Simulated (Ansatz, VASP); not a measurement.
## V in VASP and in Ansatz

INCAR

```
PREC = Accurate ; ENCUT = 520
EDIFF = 1E-7 ; ISMEAR = -1
SIGMA = 0.05 ; LREAL = False
LASPH = True ; NELM = 150
ALGO = Normal ; ISIF = 2
LWAVE = False ; LCHARG = False
ISPIN = 2 ; MAGMOM = 2 -2
LORBIT = 11 ; LMAXMIX = 4
LDAU = True ; LDAUTYPE = 2
LDAUL = 2 ; LDAUU = 6
LDAUJ = 0 ; LDAUPRINT = 1
GGA = PE ; NBANDS = 24
```

The input KPOINTS:

```
regular mesh
0
Gamma
  9 5 9
```

POSCAR

```
V
1.0
    0.0000000000      0.0000000000      3.0287000000
    3.0287000000     -3.0287000000      0.0000000000
    1.5143500000      1.5143500000     -1.5143500000
V
2
Direct
    0.0000000000      0.0000000000      0.0000000000
    0.5000000000      0.5000000000      0.0000000000
```

The input input.yaml:

```yaml
crystal:
  lattice:
    - [0.0, 0.0, 3.0287]
    - [3.0287, -3.0287, 0.0]
    - [1.51435, 1.51435, -1.51435]
  atoms:
    - { symbol: V, position: [0.0, 0.0, 0.0], spin: 2.0 }
    - { symbol: V, position: [0.5, 0.5, 0.0], spin: -2.0 }
kpoints:
  mp_grid: { grid: [9, 5, 9] }
scf:
  occupations: { method: fermi_dirac, width: 0.05 }
hamiltonian:
  xc: pbe
  pseudopotentials: { kind: all_electron, lapw: { basis_error: 0.001 } }
  hubbard:
    sites: [{ species: V, l: d, u_eff: 6 }]
    double_counting: fll
    projectors: ortho-atomic
magnetization:
  spin_polarized: true
output:
  forces: true
  stress: true
  eigenvalues: true
  hubbard: {}
```

Alike in both runs: task single point; functional PBE; k mesh 9 × 5 × 9; occupations fermi-dirac, width 0.05 eV; collinear spin; Hubbard terms V d U = 6.0 eV.

```csv
,VASP,Ansatz
version,VASP 6.6.1,Ansatz 0.2.0
potentials or method,"VASP PAW PBE potentials, release 64 (V_sv), cutoff 520 eV","all-electron LAPW, scalar-relativistic"
```

Ansatz gave:

```
gap on the k mesh at the Fermi level (eV)                     : none
net moment per atom (μB)                                      : 0.00
size of the moment on the site where the two differ most (μB) : 3.15
```

Question: Which values does VASP return?

Answer: gap on the k mesh at the Fermi level (eV): none; net moment per atom (μB): 0.00; size of the moment on the site where the two differ most (μB): 2.51.

Site moments also hang on the region over which each program counts them. The programs project onto different local orbitals, so the same U acts differently, and such runs can settle in different states. A gap of «none» marks a metal or a gap that the smearing closes. Ansatz ran all-electron here, and VASP with PAW potentials.

Noted on Ansatz's run: the k mesh is thin for a metal, which can move the energy by tens of meV per atom; the magnetic state may not be the lowest; U is the effective U less J, on atomic orbitals that reach past the spheres.
